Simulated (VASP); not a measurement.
A run of VASP 6.6.1 is set up as follows.

INCAR

```
SYSTEM = MnHg3
ALGO     = Normal         ! electronic algorithm
EDIFF    = 1E-6           ! SCF threshold, eV
ENCUT    = 520            ! plane-wave cutoff, eV
GGA      = PE             ! functional
ISIF     = 2              ! what is computed and relaxed
ISMEAR   = -1             ! smearing method
ISPIN    = 2              ! spin polarisation
LASPH    = .TRUE.         ! aspherical terms in the spheres
LCHARG   = .FALSE.        ! write CHGCAR
LMAXMIX  = 4              ! l up to which the mixer works
LORBIT   = 11             ! projections on sites
LREAL    = .FALSE.        ! projectors in reciprocal space
LWAVE    = .FALSE.        ! write WAVECAR
MAGMOM   = 0 0 0 4        ! initial moments
NBANDS   = 36             ! bands
NELM     = 150            ! most SCF steps
PREC     = Accurate       ! precision mode
SIGMA    = 0.05           ! smearing width, eV
```

Contents of KPOINTS:

```
k-points
0
G
  6 6 6
  0 0 0
```

The input POSCAR:

```
MnHg3
1.0
    4.3276644904      0.0000000000      0.0000000000
    0.0000000000      4.3276644904      0.0000000000
    0.0000000000      0.0000000000      4.3276644904
Hg Mn
3 1
Direct
    0.5000000000      0.5000000000      0.0000000000
    0.0000000000      0.5000000000      0.5000000000
    0.5000000000      0.0000000000      0.5000000000
    0.0000000000      0.0000000000      0.0000000000
```

Potentials or basis: VASP PAW PBE potentials, release 64 (Hg, Mn_pv).

Launch:

```sh
$ cat potpaw_PBE.64/Hg/POTCAR potpaw_PBE.64/Mn_pv/POTCAR > POTCAR
$ mpirun -np 1 vasp_std > vasp.out
```

Problem. Predict the pressure.

Solution. 3.5 GPa.

Problem. Predict the net moment.

Solution. 3.99 μB per cell.

Problem. What does it give for the site moments?

Solution. Hg -0.03; Mn +3.95 μB.

Caveat: the cell stands under pressure.
